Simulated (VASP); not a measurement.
WS:

```
CELL_PARAMETERS angstrom
0.00000 2.74198 2.74198
2.74198 0.00000 2.74198
2.74198 2.74198 0.00000
ATOMIC_POSITIONS crystal
W 0.00000 0.00000 0.00000
S 0.50000 0.50000 0.50000
```

```yaml
Program: VASP 6.6.1
Task: relaxation of cell and atoms
Functional: PBE
Potentials_or_basis: VASP PAW PBE potentials, release 64 (W_sv, S)
Cutoff: 600 eV
k_mesh: 14 × 14 × 14
Occupations: gaussian, width 0.1 eV
Spin: no spin polarisation
Hubbard_terms: W d U = 6.2 eV
```

At the start: pressure -19.5 GPa; volume 20.62 Å³/atom.

Q: How do energy, volume and symmetry change on relaxing?

A: Over 7 steps the energy falls by 361.5 meV/atom and the volume is 15.86 Å³/atom (-23.1 %); space group Fm-3m (No. 225, to 0.1 Å) before and after.

Step by step:
| step | energy change (eV) | largest force (eV/Å) | pressure (GPa) | volume (Å³) |
| --- | --- | --- | --- | --- |
| 1 | 0.0000 | 0.0000 | -19.49 | 41.23 |
| 2 | -0.4396 | 0.0000 | 27.83 | 28.00 |
| 3 | -0.7208 | 0.0000 | -1.84 | 32.10 |
| 4 | -0.7229 | 0.0000 | -0.39 | 31.79 |
| 5 | -0.7229 | 0.0000 | 0.49 | 31.62 |
| 6 | -0.7228 | 0.0000 | -0.57 | 31.83 |
| 7 | -0.7230 | 0.0000 | 0.01 | 31.72 |

Final structure:
```xyz
2
Lattice="0.0000 2.5124 2.5124 2.5124 0.0000 2.5124 2.5124 2.5124 0.0000" Properties=species:S:1:pos:R:3 pbc="T T T"
W     0.0000    0.0000    0.0000
S     2.5124    2.5124    2.5124
```

Caveat: the volume moved by over 15 % at a fixed basis, so the end points are rough; U without spin polarisation on a metal has little footing.
